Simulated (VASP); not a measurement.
Set up this calculation in VASP 6.6.1, as the native input.

```yaml
Task: single point
Functional: LDA
Potentials_or_basis: VASP PAW LDA potentials, release 64 (Mo_sv, S)
Cutoff: 520 eV
k_mesh: 10 × 10 × 10
Occupations: fermi-dirac, width 0.05 eV
Spin: no spin polarisation
Dipole_correction: no
Further_INCAR_settings: ALGO = Normal; EDIFF = 1e-07; NBANDS = 20
```

The structure of MoS2 lies in POSCAR:

```
MoS2
1.0
    1.5748587398      0.9092451173      6.0739551840
   -1.5748587398      0.9092451173      6.0739551840
    0.0000000000     -1.8184902347      6.0739551840
Mo S
1 2
Direct
    0.0000000000      0.0000000000      0.0000000000
    0.2500000000      0.2500000000      0.2500000000
    0.7500000000      0.7500000000      0.7500000000
```

This cell differs from its parent crystal: volume scaled by 0.98.

One way to write it, as run:

INCAR

```
SYSTEM = MoS2
PREC = Accurate ; ENCUT = 520
EDIFF = 1E-7 ; ISMEAR = -1
SIGMA = 0.05 ; LREAL = .FALSE.
LASPH = .TRUE. ; NELM = 60
ALGO = Normal ; ISIF = 2
LWAVE = .FALSE. ; LCHARG = .TRUE.
LELF = .TRUE. ; LVHAR = .TRUE.
NBANDS = 20
```

KPOINTS

```
regular mesh
0
G
  10 10 10
  0 0 0
```

Potentials or basis: VASP PAW LDA potentials, release 64 (Mo_sv, S).

Run with:

```bash
$ cat potpaw_LDA.64/Mo_sv/POTCAR potpaw_LDA.64/S/POTCAR > POTCAR
$ mpirun -np 1 vasp_std > vasp.out
```

It gave:

```
Pressure               : 3.4 GPa
Largest force          : 0.963 eV/Å
Band gap on the k mesh : zero (band 13 reaches 8.17 eV, above the bottom of band 14 at 7.59 eV)
```

Wall time 2.9 min on 1 thread of Intel(R) Xeon(R) 6975P-C (Granite Rapids) (shared host), peak memory 0.32 GiB.
